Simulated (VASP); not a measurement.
Here is a VASP 6.6.1 calculation.

File INCAR:

```
SYSTEM = MgI2
ALGO     = Normal         ! electronic algorithm
EDIFF    = 1E-7           ! SCF threshold, eV
ENCUT    = 520            ! plane-wave cutoff, eV
GGA      = PS             ! functional
ISIF     = 2              ! what is computed and relaxed
ISMEAR   = 0              ! smearing method
LASPH    = .TRUE.         ! aspherical terms in the spheres
LCHARG   = .TRUE.         ! write CHGCAR
LELF     = .TRUE.         ! ELF
LREAL    = .FALSE.        ! projectors in reciprocal space
LVHAR    = .TRUE.       
LWAVE    = .FALSE.        ! write WAVECAR
NBANDS   = 15             ! bands
NELM     = 100            ! most SCF steps
PREC     = Accurate       ! precision mode
SIGMA    = 0.02           ! smearing width, eV
```

Contents of KPOINTS:

```
k-points
0
G
  6 6 4
  0 0 0
```

File POSCAR:

```
MgI2
1.0
    4.1307255317      0.0000000000      0.0000000000
   -2.0653627658      3.5773132465      0.0000000000
    0.0000000000      0.0000000000      7.2350653495
Mg I
1 2
Direct
    0.0000000000      0.0000000000      0.0000000000
    0.3333333333      0.6666666667      0.7689679660
    0.6666666667      0.3333333333      0.2310320340
```

Potentials or basis: VASP PAW PBE potentials, release 64 (Mg, I).

Command:

```sh
$ cat potpaw_PBE.64/Mg/POTCAR potpaw_PBE.64/I/POTCAR > POTCAR
$ mpirun -np 1 vasp_std > vasp.out
```

Estimate the pressure.

-0.1 GPa.

Predict the largest force.

0.007 eV/Å.

Forces in eV/Å, atoms in the order of the input:
```
Mg   0.000  0.000  0.000
I    0.000  0.000  0.007
I    0.000  0.000 -0.007
```

Caveat: the cell differs from its parent crystal (strain along c alone, the other axes held: +3.0 %, then relaxed in part); the PAW data sets were made with another functional, which shifts forces and pressure a little; this functional lacks dispersion, which binds layers or chains, so the pressure and a relaxed spacing across them are unreliable.
